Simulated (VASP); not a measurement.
# O2Ti in VASP: single point with revPBE

Aim: the single point of O2Ti with revPBE.

Everything below comes from runs of VASP 6.6.1. Logs are shortened: lines on timing, memory, paths and dates and some standing lists are left out, and cuts for length are marked.

### Step 1. The cell of the first run

The cell holds a molecule in a box, 3 atoms: a = 11.000 Å, b = 11.000 Å, c = 11.000 Å, α = 90.00°, β = 90.00°, γ = 90.00°.

### Step 2. Single point, revPBE (last atom moved by 0.05 Å along z)

The input, INCAR:

```
SYSTEM = TiO2
ADDGRID = .False.
ALGO = Normal
EDIFF = 1E-6
EFERMI = MIDGAP
ENCUT = 720
GGA = RE
GGA_COMPAT = .False.
ISIF = 0
ISMEAR = 0
LASPH = .True.
LCHARG = .False.
LREAL = .False.
LWAVE = .False.
NBANDS = 34
NELM = 120
NELMDL = -8
PREC = Accurate
SIGMA = 0.03
```

The input, KPOINTS:

```
k-points
0
Gamma
  1 1 1
```

The input, POSCAR:

```
TiO2
1.0
   11.0000000000      0.0000000000      0.0000000000
    0.0000000000     11.0000000000      0.0000000000
    0.0000000000      0.0000000000     11.0000000000
O Ti
2 1
Direct
    0.5910500000      0.5664909100      0.5585818200
    0.4113136400      0.4423454500      0.4476000000
    0.5195954500      0.4373272700      0.5528545400
```

Potentials or basis: VASP PAW PBE potentials, release 64 (O, Ti_sv).

Started as:

```
cat potpaw_PBE.64/O/POTCAR potpaw_PBE.64/Ti_sv/POTCAR > POTCAR
mpirun -np 1 vasp_gam > vasp.out
```

OUTCAR:

```text
SYSTEM = TiO2
   EDIFF = 1E-6
   EFERMI = MIDGAP
   ENCUT = 720
   GGA = RE
   ISIF = 0
   ISMEAR = 0
   LASPH = .True.
   LREAL = .False.
   NELM = 120
   NELMDL = -8
   PREC = Accurate

 ion  position               nearest neighbor table
   1  0.591  0.566  0.559-   3 1.62
   2  0.411  0.442  0.448-   3 1.66
   3  0.520  0.437  0.553-   1 1.62   2 1.66

  LATTYP: Found a simple cubic cell.
 ALAT       =    11.0000000000

  Lattice vectors:

 A1 = (  11.0000000000,   0.0000000000,   0.0000000000)
 A2 = (   0.0000000000,  11.0000000000,   0.0000000000)
 A3 = (   0.0000000000,   0.0000000000,  11.0000000000)

Analysis of symmetry for initial positions (statically):
=====================================================================
 Subroutine PRICEL returns:
 Original cell was already a primitive cell.

 Routine SETGRP: Setting up the symmetry group for a
 simple cubic supercell.

 Subroutine GETGRP returns: Found  1 space group operations
 (whereof  1 operations were pure point group operations)
 out of a pool of 48 trial point group operations.

The static configuration has the point symmetry C_1 .

Analysis of symmetry for dynamics (positions and initial velocities):
=====================================================================
 Subroutine PRICEL returns:
 Original cell was already a primitive cell.

 Routine SETGRP: Setting up the symmetry group for a
 simple cubic supercell.

 Subroutine GETGRP returns: Found  1 space group operations
 (whereof  1 operations were pure point group operations)
 out of a pool of 48 trial point group operations.

The dynamic configuration has the point symmetry C_1 .

 Subroutine INISYM returns: Found  1 space group operations
 (whereof  1 operations are pure point group operations),
 and found     1 'primitive' translations

----------------------------------------------------------------------------------------

                                     Primitive cell

  volume of cell :    1331.0000

  direct lattice vectors                    reciprocal lattice vectors
    11.000000000  0.000000000  0.000000000     0.090909091  0.000000000  0.000000000
     0.000000000 11.000000000  0.000000000     0.000000000  0.090909091  0.000000000
     0.000000000  0.000000000 11.000000000     0.000000000  0.000000000  0.090909091

  length of vectors
    11.000000000 11.000000000 11.000000000     0.090909091  0.090909091  0.090909091

[... 44 lines left out ...]
   dimension x,y,z NGXF=   192 NGYF=  192 NGZF=  192
   ions per type =               2   1
   NGX,Y,Z   is equivalent  to a cutoff of  14.51, 14.51, 14.51 a.u.
   NGXF,Y,Z  is equivalent  to a cutoff of  29.02, 29.02, 29.02 a.u.
 SYSTEM =  TiO2
   PREC   = accura    normal or accurate (medium, high low for compatibility)
   ISTART =      0    job   : 0-new  1-cont  2-samecut
   ICHARG =      2    charge: 1-file 2-atom 10-const
   ISPIN  =      1    spin polarized calculation?
   LNONCOLLINEAR =      F non collinear calculations
   LSORBIT =      F    spin-orbit coupling
   LASPH  =      T    aspherical Exc in radial PAW
   ENCUT  =  720.0 eV  52.92 Ry    7.27 a.u.  24.07 24.07 24.07*2*pi/ulx,y,z
   NELM   =    120;   NELMIN=  2; NELMDL= -8     # of ELM steps
   EDIFF  = 0.1E-05   stopping-criterion for ELM
   LREAL  =      F    real-space projection
   EDIFFG = 0.1E-04   stopping-criterion for IOM
   NSW    =      0    number of steps for IOM
   IBRION =     -1    ionic relax: 0-MD 1-quasi-New 2-CG
   NFREE  =      0    steps in history (QN), initial steepest desc. (CG)
   ISIF   =      0    stress and relaxation
   ISYM   =      2    0-nonsym 1-usesym 2-fastsym
   POTIM  = 0.5000    time-step for ionic-motion
   TEBEG  =    0.0;   TEEND  =   0.0 temperature during run

   SCALEE = 1.0000    scale energy and forces
   PSTRESS=    0.0 pullay stress
   NELECT =      24.0000    total number of electrons
   NUPDOWN=      -1.0000    fix difference up-down
   EMIN   =  10.00;   EMAX   =-10.00  energy-range for DOS
   EFERMI =   0.00;   METHOD = MIDGAP
   ISMEAR =     0;   SIGMA  =   0.03  broadening in eV -4-tet -1-fermi 0-gaus
   EFERMI_NEDOS =   21; number of points for ismear=-14 and -15
   IALGO  =     38    algorithm
   IMIX   =      4    mixing-type and parameters
     AMIX     =   0.40;   BMIX     =  1.00
     AMIX_MAG =   1.60;   BMIX_MAG =  1.00
  volume/ion in A,a.u.               =     443.67      2994.01
  Fermi-wavevector in a.u.,A,eV,Ry     =   0.429292  0.811244  2.507437  0.184291
  Thomas-Fermi vector in A             =   1.397109
   LORBIT       =      0    0 simple, 1 ext, 2 COOP (PROOUT), +10 PAW based schemes
   GGA     = RE    functional components
   LHFCALC =     F    Hartree Fock is set to
   AEXX    =    0.0000 exact exchange contribution
   IVDW    =     0    specifies the selected vdW correction
   LEPSILON=     F    determine dielectric tensor
   LRPA    =     F    only Hartree local field effects (RPA)

   CSHIFT  =0.1000    complex shift for real part using Kramers Kronig

   OMEGAMAX=  -1.0    maximum frequency
 non-spin polarized calculation
 Gauss-broadening in eV      SIGMA  =   0.03
  energy-cutoff  :      720.00
  volume of cell :     1331.00
 maximum number of plane-waves:     29135
   NGX = 49   NGY = 49   NGZ = 49

 number of electron      23.9999999 magnetization

 Free energy of the ion-electron system (eV)
  ---------------------------------------------------
  ext. energy  EPLUGINS =         0.00000000
  ---------------------------------------------------
  free energy    TOTEN  =       -20.76741279 eV

  energy without entropy =      -20.76741279  energy(sigma->0) =      -20.76741279

 E-fermi :  -4.3349     XC(G=0):  -0.8338

 val. band max:       -5.4414804986   @ k =   0.0000   0.0000   0.0000
 cond. band min:      -3.2282804023   @ k =   0.0000   0.0000   0.0000
 fundamental gap:      2.2132000963
 Fermi energy:        -4.3348804505

 k-point     1 :       0.0000    0.0000    0.0000
  band No.  band energies     occupation
      1     -61.1005      2.00000
      2     -37.7056      2.00000
      3     -37.5708      2.00000
      4     -37.5120      2.00000
      5     -20.7309      2.00000
      6     -20.3323      2.00000
[... 16 lines left out ...]
     23       1.1451      0.00000
     24       1.1768      0.00000
 [bands above 24 left out]

------------------------ aborting loop because EDIFF is reached ----------------------------------------

 VOLUME and BASIS-vectors are now :
 -----------------------------------------------------------------------------
  energy-cutoff  :      720.00
  volume of cell :     1331.00
      direct lattice vectors                 reciprocal lattice vectors
    11.000000000  0.000000000  0.000000000     0.090909091  0.000000000  0.000000000
     0.000000000 11.000000000  0.000000000     0.000000000  0.090909091  0.000000000
     0.000000000  0.000000000 11.000000000     0.000000000  0.000000000  0.090909091

 POSITION                                       TOTAL-FORCE (eV/Angst)
 -----------------------------------------------------------------------------------
      6.50155      6.23140      6.14440         0.804261      1.473533      0.062023
      4.52445      4.86580      4.92360        -0.116916      0.009972     -0.121984
      5.71555      4.81060      6.08140        -0.687344     -1.483505      0.059961
 -----------------------------------------------------------------------------------
    total drift:                               -0.000064     -0.000201     -0.000322

  FREE ENERGIE OF THE ION-ELECTRON SYSTEM (eV)
  ---------------------------------------------------
  free  energy   TOTEN  =       -20.7674127907 eV

  energy  without entropy=      -20.7674127907  energy(sigma->0) =      -20.76741279
```

OSZICAR:

```text
N       E                     dE             d eps       ncg     rms          rms(c)
DAV:   1     0.261301730878E+03    0.26130E+03   -0.94152E+03    76   0.562E+02
DAV:   2     0.545274365446E+02   -0.20677E+03   -0.18456E+03   100   0.128E+02
DAV:   3    -0.233018995678E+02   -0.77829E+02   -0.76494E+02    96   0.755E+01
[... 21 lines left out ...]
DAV:  25    -0.207673980977E+02   -0.39806E-04   -0.20258E-06    88   0.387E-03    0.111E-03
DAV:  26    -0.207674052547E+02   -0.71569E-05   -0.25575E-07    86   0.171E-03    0.491E-04
DAV:  27    -0.207674110516E+02   -0.57969E-05   -0.20369E-07    96   0.106E-03    0.712E-04
DAV:  28    -0.207674122690E+02   -0.12174E-05   -0.90685E-08    94   0.109E-03    0.333E-04
DAV:  29    -0.207674127907E+02   -0.52171E-06   -0.26435E-08    80   0.548E-04
   1 F= -.20767413E+02 E0= -.20767413E+02  d E =0.000000E+00
```

Run time: 3.2 min. Hardware: 1 thread of Intel Xeon 6975P-C (Granite Rapids), shared host; peak memory 1.4 GiB.

What came out:

- Free energy: -20.7674 eV
- Largest force: 1.680 eV/Å
- Gap between the frontier levels: 2.21 eV

Forces on the atoms (eV/Å):
```
O    0.804  1.474  0.062
O   -0.117  0.010 -0.122
Ti  -0.687 -1.484  0.060
```

Caveat: the cell differs from its parent crystal (last atom moved by 0.05 Å along z); the PAW data sets were made with another functional, which shifts forces and pressure a little.
